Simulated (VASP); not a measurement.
Wanted: the native input for a VASP 6.6.1 run.

| Quantity | Value |
| --- | --- |
| Task | single point |
| Functional | BLYP |
| Potentials or basis | VASP PAW PBE potentials, release 64 (Sb) |
| Cutoff | 520 eV |
| k mesh | 14 × 14 × 4 |
| Occupations | fermi-dirac, width 0.1 eV |
| Spin | no spin polarisation |
| Dipole correction | no |
| Further INCAR settings | ALGO = Normal; EDIFF = 1e-06; NBANDS = 18 |

The structure of Sb lies in POSCAR:

```
Sb
1.0
    3.4374443040      0.0000000000      0.0000000000
   -1.7187221520      2.9769140913      0.0000000000
    0.0000000000      0.0000000000     11.8643859356
Sb
4
Direct
    1.0000000000      1.0000000000      0.0000000000
    1.0000000000      1.0000000000      0.5000000000
    0.3333333333      0.6666666667      0.2500000000
    0.6666666667      0.3333333333      0.7500000000
```

The input as run:

INCAR

```
AGGAC    = 1.0          
AGGAX    = 1.0          
ALDAC    = 0.0          
ALDAX    = 1.0          
ALGO     = Normal         # electronic algorithm
EDIFF    = 1E-6           # SCF threshold, eV
ENCUT    = 520            # plane-wave cutoff, eV
GGA      = B5             # functional
ISIF     = 2              # what is computed and relaxed
ISMEAR   = -1             # smearing method
LASPH    = T              # aspherical terms in the spheres
LCHARG   = F              # write CHGCAR
LREAL    = F              # projectors in reciprocal space
LWAVE    = F              # write WAVECAR
NBANDS   = 18             # bands
NELM     = 60             # most SCF steps
PREC     = Accurate       # precision mode
SIGMA    = 0.1            # smearing width, eV
```

KPOINTS

```
k-points
0
Gamma
  14 14 4
```

Potentials or basis: VASP PAW PBE potentials, release 64 (Sb).

The run is started by

```sh
$ cat potpaw_PBE.64/Sb/POTCAR > POTCAR
$ mpirun -np 1 vasp_std > vasp.out
```

Results of the run:

```json
{"Pressure": "0.1 GPa", "Band gap on the k mesh": "zero (band 10 reaches 11.18 eV, above the bottom of band 11 at 5.52 eV)"}
```

Caveat: the PAW data sets were made with another functional, which shifts forces and pressure a little; spin-orbit coupling is left out, which moves the levels of the heavy elements.

Wall time 53 s on 1 thread of Intel(R) Xeon(R) 6975P-C (Granite Rapids), with other jobs on the host, peak memory 0.31 GiB.
